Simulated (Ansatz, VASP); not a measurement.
TaOF in VASP and in Ansatz

```xyz
3
Lattice="2.9838 0.0000 0.0000 0.0000 2.9838 0.0000 0.0000 0.0000 4.1855" Properties=species:S:1:pos:R:3 pbc="T T T"
Ta    0.0000    0.0000    0.0000
O     1.4919    1.4919    0.0000
F     0.0000    0.0000    2.0927
```

Change from the starting cell: species swapped into the TiOF type (P4/mmm, No. 123).

Alike in both runs: functional PBE; k mesh 16 × 16 × 12; occupations gaussian, width 0.1 eV; no spin polarisation.

Ansatz relaxed the structure, and its values are those at the end. VASP's run is a single point on that final structure, the one shown.

|  | VASP | Ansatz |
| --- | --- | --- |
| version | VASP 6.6.1 | Ansatz 0.2.0 |
| potentials or method | VASP PAW PBE potentials, release 64 (Ta_pv, O, F), cutoff 520 eV | scalar-relativistic, plane waves, PAW |
| valence electrons in the cell | 24 | 26 |

Ansatz gave:

- gap on the k mesh at the Fermi level (eV): none
- pressure (GPa): 0.0

Q: Estimate VASP's values.

A: gap on the k mesh at the Fermi level (eV): none; pressure (GPa): 0.3.

A gap of «none» marks a metal or a gap that the smearing closes. With one functional, cell and mesh, what is left measures potentials, basis and numerics. VASP's potentials hold 24 valence electrons a cell and Ansatz's 26, so a difference there can come from the potentials and not from the codes.

Neither program's run includes spin-orbit coupling.
